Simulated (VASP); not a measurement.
Write the native input for VASP 6.6.1 that does the following.

```yaml
Task: single point
Functional: PBEsol
Potentials_or_basis: VASP PAW PBE potentials, release 64 (Si, C)
Cutoff: 600 eV
k_mesh: 9 × 9 × 9
Occupations: gaussian, width 0.02 eV
Spin: no spin polarisation
Dipole_correction: no
Further_INCAR_settings: ALGO = Normal; EDIFF = 1e-06; NBANDS = 11
```

The structure of SiC lies in POSCAR:

```
SiC
1.0
    0.0041115828      2.1498653132      2.1498653132
    2.1498653132      0.0041115828      2.1498653132
    2.1498653132      2.1498653132      0.0041115828
Si C
1 1
Direct
    0.0001232041      0.0001232041      0.0001232041
    0.2498767959      0.2498767959      0.2498767959
```

This cell differs from its parent crystal: strained cell.

The input as run:

INCAR

```
SYSTEM = SiC
PREC     = Accurate       ! precision mode
ENCUT    = 600            ! plane-wave cutoff, eV
EDIFF    = 1E-6           ! SCF threshold, eV
ISMEAR   = 0              ! smearing method
SIGMA    = 0.02           ! smearing width, eV
LREAL    = .FALSE.        ! projectors in reciprocal space
LASPH    = .TRUE.         ! aspherical terms in the spheres
NELM     = 120            ! most SCF steps
ALGO     = Normal         ! electronic algorithm
ISIF     = 2              ! what is computed and relaxed
LWAVE    = .FALSE.        ! write WAVECAR
LCHARG   = .FALSE.        ! write CHGCAR
GGA      = PS             ! functional
NBANDS   = 11             ! bands
GGA_COMPAT= .FALSE.
```

KPOINTS

```
regular mesh
0
G
  9 9 9
  0 0 0
```

Potentials or basis: VASP PAW PBE potentials, release 64 (Si, C).

Launch:

```bash
$ cat potpaw_PBE.64/Si/POTCAR potpaw_PBE.64/C/POTCAR > POTCAR
$ mpirun -np 1 vasp_std > vasp.out
```

It gave:

The pressure is 10.5 GPa and the band gap on the k mesh is 1.34 eV (least direct gap 4.55 eV).

Caveat: the cell differs from its parent crystal (strained cell); the cell stands under pressure; the PAW data sets were made with another functional, which shifts forces and pressure a little; an odd mesh through Γ misses points on the zone boundary, where band edges can lie.

Wall time 14 s on 1 thread of Intel Xeon 8259CL, with other jobs on the host, peak memory 0.14 GiB.
